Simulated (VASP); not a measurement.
Input of a VASP 6.6.1 run:

The input INCAR:

```
PREC = Accurate ; ENCUT = 520
EDIFF = 1E-6 ; ISMEAR = -1
SIGMA = 0.05 ; LREAL = F
LASPH = T ; NELM = 150
ALGO = Normal ; ISIF = 2
LWAVE = F ; LCHARG = F
ISPIN = 2 ; MAGMOM = 0 0 8 8
LORBIT = 11 ; NUPDOWN = 16.0
LMAXMIX = 4 ; GGA = PE
NBANDS = 30
```

The input KPOINTS:

```
Automatic mesh
0
Gamma
  6 6 4
```

File POSCAR:

```
MnSb
1.0
    4.1500000000      0.0000000000      0.0000000000
   -2.0750000000      3.5940054257      0.0000000000
    0.0000000000      0.0000000000      5.7800000000
Sb Mn
2 2
Direct
    0.6666666667      0.3333333333      0.7500000000
    0.3333333333      0.6666666667      0.2500000000
    0.0000000000      0.0000000000      0.5000000000
    0.0000000000      0.0000000000      0.0000000000
```

Potentials or basis: VASP PAW PBE potentials, release 64 (Sb, Mn_pv).

Run with:

```sh
$ cat potpaw_PBE.64/Sb/POTCAR potpaw_PBE.64/Mn_pv/POTCAR > POTCAR
$ mpirun -np 1 vasp_std > vasp.out
```

(1) What does it give for the pressure?

Results:

(1) 43.0 GPa.

Caveat: the cell stands under pressure; the total moment is fixed, so each spin has its own Fermi level.
